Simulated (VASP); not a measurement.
# Pd (Fm-3m) in VASP: settings compared, part 2 of 2

VASP 6.6.1. Earlier steps stand in the parts before.

## Step 3: Single point, RPBE

Input file INCAR:

```
ALGO = Normal ; EDIFF = 1E-6
ENCUT = 520 ; GGA = RP
ISIF = 2 ; ISMEAR = -1
LASPH = T ; LCHARG = T
LELF = T ; LREAL = F
LVHAR = T ; LWAVE = F
NBANDS = 11 ; NELM = 60
PREC = Accurate ; SIGMA = 0.05
```

Input file KPOINTS:

```
k-points
0
Gamma
  12 12 12
```

Input file POSCAR:

```
Pd
1.0
    0.0000000000      1.9067643606      1.9067643606
    1.9067643606      0.0000000000      1.9067643606
    1.9067643606      1.9067643606      0.0000000000
Pd
1
Direct
    0.0000000000      0.0000000000      0.0000000000
```

Potentials or basis: VASP PAW PBE potentials, release 64 (Pd).

Command:

```console
> cat potpaw_PBE.64/Pd/POTCAR > POTCAR
> mpirun -np 1 vasp_std > vasp.out
```

OUTCAR:

```text
EDIFF = 1E-6
   ENCUT = 520
   GGA = RP
   ISIF = 2
   ISMEAR = -1
   LASPH = T
   LREAL = F
   NELM = 60
   PREC = Accurate

 ion  position               nearest neighbor table
   1  0.000  0.000  0.000-

  LATTYP: Found a face centered cubic cell.
 ALAT       =     3.8135287212

  Lattice vectors:

 A1 = (   0.0000000000,   1.9067643606,   1.9067643606)
 A2 = (   1.9067643606,   0.0000000000,   1.9067643606)
 A3 = (   1.9067643606,   1.9067643606,   0.0000000000)

Analysis of symmetry for initial positions (statically):
[... 33 lines left out ...]
                                     Primitive cell

  volume of cell :      13.8650

  direct lattice vectors                    reciprocal lattice vectors
     0.000000000  1.906764361  1.906764361    -0.262224326  0.262224326  0.262224326
     1.906764361  0.000000000  1.906764361     0.262224326 -0.262224326  0.262224326
     1.906764361  1.906764361  0.000000000     0.262224326  0.262224326 -0.262224326

  length of vectors
     2.696572019  2.696572019  2.696572019     0.454185856  0.454185856  0.454185856

  position of ions in fractional coordinates (direct lattice)
     0.000000000  0.000000000  0.000000000

  ion indices of the primitive-cell ions
   primitive index   ion index
                 1           1

----------------------------------------------------------------------------------------

 KPOINTS: k-points

Automatic generation of k-mesh.
 Grid dimensions read from file:
 generate k-points for:   12   12   12

 Generating k-lattice:

  Cartesian coordinates                     Fractional coordinates (reciprocal lattice)
    -0.021852027  0.021852027  0.021852027     0.083333333  0.000000000  0.000000000
     0.021852027 -0.021852027  0.021852027     0.000000000  0.083333333  0.000000000
     0.021852027  0.021852027 -0.021852027     0.000000000  0.000000000  0.083333333

  Length of vectors
     0.037848821  0.037848821  0.037848821

  Shift w.r.t. Gamma in fractional coordinates (k-lattice)
     0.000000000  0.000000000  0.000000000

 Subroutine IBZKPT returns following result:
 ===========================================

 Found     72 irreducible k-points:

 Following reciprocal coordinates:
            Coordinates               Weight
  0.000000  0.000000  0.000000      1.000000
  0.083333  0.000000  0.000000      8.000000
  0.166667  0.000000  0.000000      8.000000
  0.250000  0.000000  0.000000      8.000000
  0.333333  0.000000  0.000000      8.000000
  0.416667  0.000000  0.000000      8.000000
[... 16 lines left out ...]
  0.500000  0.166667  0.000000     24.000000
 -0.416667  0.166667  0.000000     24.000000
 [... further k-points ...]
   k-points           NKPTS =     72   k-points in BZ     NKDIM =     72   number of bands    NBANDS=     11
   number of dos      NEDOS =    301   number of ions     NIONS =      1
   total plane-waves  NPLWV =   8000
   dimension x,y,z NGX =    20 NGY =   20 NGZ =   20
   dimension x,y,z NGXF=    40 NGYF=   40 NGZF=   40
   ions per type =               1
   NGX,Y,Z   is equivalent  to a cutoff of  12.33, 12.33, 12.33 a.u.
   NGXF,Y,Z  is equivalent  to a cutoff of  24.66, 24.66, 24.66 a.u.
 SYSTEM =  unknown system
   PREC   = accura    normal or accurate (medium, high low for compatibility)
   ISTART =      0    job   : 0-new  1-cont  2-samecut
   ICHARG =      2    charge: 1-file 2-atom 10-const
   ISPIN  =      1    spin polarized calculation?
   LNONCOLLINEAR =      F non collinear calculations
   LSORBIT =      F    spin-orbit coupling
   LASPH  =      T    aspherical Exc in radial PAW
   ENCUT  =  520.0 eV  38.22 Ry    6.18 a.u.   5.01  5.01  5.01*2*pi/ulx,y,z
   NELM   =     60;   NELMIN=  2; NELMDL= -5     # of ELM steps
   EDIFF  = 0.1E-05   stopping-criterion for ELM
   LREAL  =      F    real-space projection
   EDIFFG = 0.1E-04   stopping-criterion for IOM
   NSW    =      0    number of steps for IOM
   IBRION =     -1    ionic relax: 0-MD 1-quasi-New 2-CG
   NFREE  =      0    steps in history (QN), initial steepest desc. (CG)
   ISIF   =      2    stress and relaxation
   ISYM   =      2    0-nonsym 1-usesym 2-fastsym
   POTIM  = 0.5000    time-step for ionic-motion
   TEBEG  =    0.0;   TEEND  =   0.0 temperature during run
   PSTRESS=    0.0 pullay stress
   NELECT =      10.0000    total number of electrons
   NUPDOWN=      -1.0000    fix difference up-down
   EMIN   =  10.00;   EMAX   =-10.00  energy-range for DOS
   EFERMI =   0.00;   METHOD = LEGACY
   ISMEAR =    -1;   SIGMA  =   0.05  broadening in eV -4-tet -1-fermi 0-gaus
   EFERMI_NEDOS =   21; number of points for ismear=-14 and -15
   IALGO  =     38    algorithm
   IMIX   =      4    mixing-type and parameters
     AMIX     =   0.40;   BMIX     =  1.00
     AMIX_MAG =   1.60;   BMIX_MAG =  1.00
  volume/ion in A,a.u.               =      13.87        93.57
  Fermi-wavevector in a.u.,A,eV,Ry     =   1.468141  2.774384 29.326520  2.155438
  Thomas-Fermi vector in A             =   2.583674
   LORBIT       =      0    0 simple, 1 ext, 2 COOP (PROOUT), +10 PAW based schemes
   GGA     = RP    functional components
   LHFCALC =     F    Hartree Fock is set to
   AEXX    =    0.0000 exact exchange contribution
   IVDW    =     0    specifies the selected vdW correction
   LEPSILON=     F    determine dielectric tensor
   LRPA    =     F    only Hartree local field effects (RPA)
 non-spin polarized calculation
  energy-cutoff  :      520.00
  volume of cell :       13.87
 maximum number of plane-waves:       388
   NGX =  9   NGY =  9   NGZ =  9

 number of electron      10.0000004 magnetization

 Free energy of the ion-electron system (eV)
  ---------------------------------------------------
  ext. energy  EPLUGINS =         0.00000000
  ---------------------------------------------------
  free energy    TOTEN  =        -4.50418591 eV

  energy without entropy =       -4.48607807  energy(sigma->0) =       -4.49513199

 E-fermi :  10.9271     XC(G=0): -13.4810

 val. band max:       10.9267552871   @ k =  -0.4167   0.4167   0.1667
 cond. band min:      10.9337204790   @ k =  -0.3333   0.4167   0.0833
 fundamental gap:      0.0069651919
 Fermi energy:        10.9270941188

 k-point     1 :       0.0000    0.0000    0.0000
  band No.  band energies     occupation
      1       3.3793      2.00000
      2       7.8234      2.00000
      3       7.8235      2.00000
      4       7.8235      2.00000
      5       9.5959      2.00000
      6       9.5959      2.00000
      7      28.1638      0.00000
      8      33.3280      0.00000
      9      33.3280      0.00000
     10      33.3280      0.00000
     11      36.9447      0.00000

 k-point     2 :       0.0833    0.0000    0.0000
  band No.  band energies     occupation
      1       3.6434      2.00000
      2       7.7275      2.00000
      3       7.9162      2.00000
      4       7.9162      2.00000
      5       9.5515      2.00000
      6       9.5515      2.00000
      7      28.4660      0.00000
      8      31.8207      0.00000
      9      33.6601      0.00000
     10      33.6601      0.00000
     11      36.9728      0.00000

 k-point     3 :       0.1667    0.0000    0.0000
  band No.  band energies     occupation
      1       4.3516      2.00000
      2       7.5648      2.00000
      3       8.1035      2.00000
      4       8.1035      2.00000
      5       9.5202      2.00000
      6       9.5202      2.00000
      7      28.6375      0.00000
      8      29.6231      0.00000
      9      34.5494      0.00000
     10      34.5494      0.00000
     11      36.9847      0.00000
[... 267 lines left out ...]
 k-point    23 :       0.5000    0.1667    0.0000
  band No.  band energies     occupation
      1       5.7734      2.00000
      2       7.2774      2.00000
      3       8.4291      2.00000
      4       8.5972      2.00000
      5      10.9727      0.57334
      6      14.1617      0.00000
      7      19.5619      0.00000
      8      27.7381      0.00000
      9      30.5018      0.00000
     10      30.9399      0.00000
     11      36.9904      0.00000

 k-point    24 :      -0.4167    0.1667    0.0000
  band No.  band energies     occupation
      1       5.8320      2.00000
      2       7.2861      2.00000
      3       8.3519      2.00000
      4       8.8152      2.00000
      5      10.6723      1.98783
      6      14.7303      0.00000
      7      19.0669      0.00000
      8      27.2398      0.00000
      9      30.3028      0.00000
     10      31.6047      0.00000
     11      36.9878      0.00000

 [... further k-points ...]
[... 5 lines left out ...]
  --------------------------------------------------------------------------------------
  -------------------------------------------------------------------------------------
  Total        2.2914972      2.2914972      2.2914972      0.0000000      0.0000000      0.0000000
  in kB      264.7944215    264.7944215    264.7944215      0.0000000      0.0000000      0.0000000
  external PRESSURE =     264.7944215 kB  Pullay stress =       0.0000000 kB

 VOLUME and BASIS-vectors are now :
 -----------------------------------------------------------------------------
  energy-cutoff  :      520.00
  volume of cell :       13.87
      direct lattice vectors                 reciprocal lattice vectors
     0.000000000  1.906764361  1.906764361    -0.262224326  0.262224326  0.262224326
     1.906764361  0.000000000  1.906764361     0.262224326 -0.262224326  0.262224326
     1.906764361  1.906764361  0.000000000     0.262224326  0.262224326 -0.262224326

 POSITION                                       TOTAL-FORCE (eV/Angst)
 -----------------------------------------------------------------------------------
      0.00000      0.00000      0.00000         0.000000     -0.000000     -0.000000
 -----------------------------------------------------------------------------------
    total drift:                               -0.000000     -0.000000     -0.000000

  FREE ENERGIE OF THE ION-ELECTRON SYSTEM (eV)
  ---------------------------------------------------
  free  energy   TOTEN  =        -4.5041859135 eV

  energy  without entropy=       -4.4860780653  energy(sigma->0) =       -4.49513199
```

OSZICAR:

```text
N       E                     dE             d eps       ncg     rms          rms(c)
DAV:   1     0.442694185445E+02    0.44269E+02   -0.51749E+03  1616   0.857E+02
DAV:   2    -0.420838898611E+01   -0.48478E+02   -0.46626E+02  1763   0.187E+02
DAV:   3    -0.474956843381E+01   -0.54118E+00   -0.54024E+00  1899   0.211E+01
DAV:   4    -0.475176556587E+01   -0.21971E-02   -0.21968E-02  1941   0.141E+00
DAV:   5    -0.475178383826E+01   -0.18272E-04   -0.18272E-04  2058   0.120E-01    0.903E+00
DAV:   6    -0.452359101292E+01    0.22819E+00   -0.77005E-01  1974   0.743E+00    0.466E+00
DAV:   7    -0.450798303870E+01    0.15608E-01   -0.45958E-02  2113   0.158E+00    0.212E+00
DAV:   8    -0.450425026807E+01    0.37328E-02   -0.29016E-03  1956   0.492E-01    0.150E-01
DAV:   9    -0.450418058324E+01    0.69685E-04   -0.36869E-04  1988   0.167E-01    0.381E-02
DAV:  10    -0.450418696996E+01   -0.63867E-05   -0.22789E-05  1982   0.410E-02    0.991E-03
DAV:  11    -0.450418585334E+01    0.11166E-05   -0.64675E-07  1450   0.790E-03    0.576E-04
DAV:  12    -0.450418591353E+01   -0.60193E-07   -0.21165E-08  1239   0.124E-03
   1 F= -.45041859E+01 E0= -.44951320E+01  d E =-.181078E-01
```

Wall time 7.3 s (1 thread of AMD EPYC 7R13 (Zen 3), shared host); peak memory 0.1 GiB.

Results:

* Free energy: -4.5042 eV
* Pressure: 26.5 GPa
* Band gap on the k mesh: zero (band 5 reaches 11.28 eV, above the bottom of band 6 at 9.52 eV)

Levels at points of the mesh, in eV from the Fermi level:
```
           k point  band 2  band 3  band 4  band 5  band 6  band 7  band 8  band 9
(0.00, 0.00, 0.00)   -3.10   -3.10   -3.10   -1.33   -1.33   17.24   22.40   22.40
(0.50, 0.00, 0.00)   -3.16   -3.16    0.00    0.00    0.95    7.91   16.62   21.80
(0.50, 0.50, 0.00)   -5.59   -0.03    0.35    0.35    3.43   11.50   13.64   13.64
```

Caveat: the PAW data sets were made with another functional, which shifts forces and pressure a little.

## Step 4: Single point, revPBE+D3(BJ)

Input file INCAR:

```
PREC = Accurate ; ENCUT = 520
EDIFF = 1E-6 ; ISMEAR = -1
SIGMA = 0.05 ; LREAL = F
LASPH = T ; NELM = 100
ALGO = Normal ; ISIF = 2
LWAVE = F ; LCHARG = T
GGA = RE ; IVDW = 12
LELF = T ; LVHAR = T
NBANDS = 11
```

Input file KPOINTS:

```
regular mesh
0
Gamma
  12 12 12
```

POSCAR is that of step 3.

Command:

```console
> cat potpaw_PBE.64/Pd/POTCAR > POTCAR
> mpirun -np 1 vasp_std > vasp.out
```

It took 7.2 s on 1 thread of AMD EPYC 7R13 (Zen 3), shared host; peak memory 0.11 GiB.

It converged, with:

- Free energy: -5.9984 eV
- Pressure: 8.5 GPa
- Band gap on the k mesh: zero (band 5 reaches 11.25 eV, above the bottom of band 6 at 9.49 eV)
- Dispersion energy per atom: -1.361 eV

Levels at points of the mesh, in eV from the Fermi level:
| k point | band 3 | band 4 | band 5 | band 6 | band 7 | band 8 |
| --- | --- | --- | --- | --- | --- | --- |
| (0.00, 0.00, 0.00) | -3.11 | -3.11 | -1.33 | -1.33 | 17.24 | 22.39 |
| (0.50, 0.00, 0.00) | -3.16 | 0.00 | 0.00 | 0.94 | 7.89 | 16.62 |
| (0.50, 0.50, 0.00) | -0.03 | 0.35 | 0.35 | 3.42 | 11.49 | 13.62 |

Caveat: the PAW data sets were made with another functional, which shifts forces and pressure a little; pairwise dispersion overbinds metals, which lowers pressure and volume.

## Step 5: Overview

```csv
level,gap on the mesh (eV),pressure (GPa)
PBEsol+D3(BJ),none,2.8
RPBE,none,26.5
revPBE+D3(BJ),none,8.5
```

Alike in all rows: task single point; potentials or basis VASP PAW PBE potentials, release 64 (Pd); no spin polarisation; cell as given; k mesh 12 × 12 × 12; cutoff (eV) 520; smearing fermi-dirac 0.05 eV.

Every run on the cell as given and a fine mesh finds a metal. The pressure there spans 2.8 GPa (PBEsol+D3(BJ)) to 26.5 GPa (RPBE); a positive pressure means that this level wants a larger cell, a negative one a smaller.

Caveats: the PAW data sets were made with another functional, which shifts forces and pressure a little; pairwise dispersion overbinds metals, which lowers pressure and volume (some runs).

Total energies depend on the potentials used, so only differences within one code and one set of settings carry meaning.
